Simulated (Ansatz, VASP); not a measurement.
**LiH: VASP beside Ansatz**

```xyz
2
Lattice="0.0000 2.0222 2.0222 2.0222 0.0000 2.0222 2.0222 2.0222 0.0000" Properties=species:S:1:pos:R:3 pbc="T T T"
Li    0.0000    0.0000    0.0000
H     2.0222    2.0222    2.0222
```

Alike in both runs: task single point; functional r2SCAN; k mesh 10 × 10 × 10; occupations gaussian, width 0.02 eV; no spin polarisation.

|  | VASP | Ansatz |
| --- | --- | --- |
| version | VASP 6.6.1 | Ansatz 0.2.0 |
| potentials or method | VASP PAW PBE potentials, release 64 (Li_sv, H), cutoff 520 eV | scalar-relativistic, plane waves, PAW |
| valence electrons in the cell | 4 | 4 |

VASP gave:

```
gap on the k mesh at the Fermi level (eV) : 3.60
least direct gap on the mesh (eV)         : 3.60
```

Q: Which values does Ansatz return?

A: gap on the k mesh at the Fermi level (eV): 3.65; least direct gap on the mesh (eV): 3.65.

VASP's potentials were made for PBE, not for r2SCAN. The functional is the same, so the differences come from potentials, cutoffs and numerics.

Noted on VASP's run: the cutoff is short for stress, so the pressure is rough.
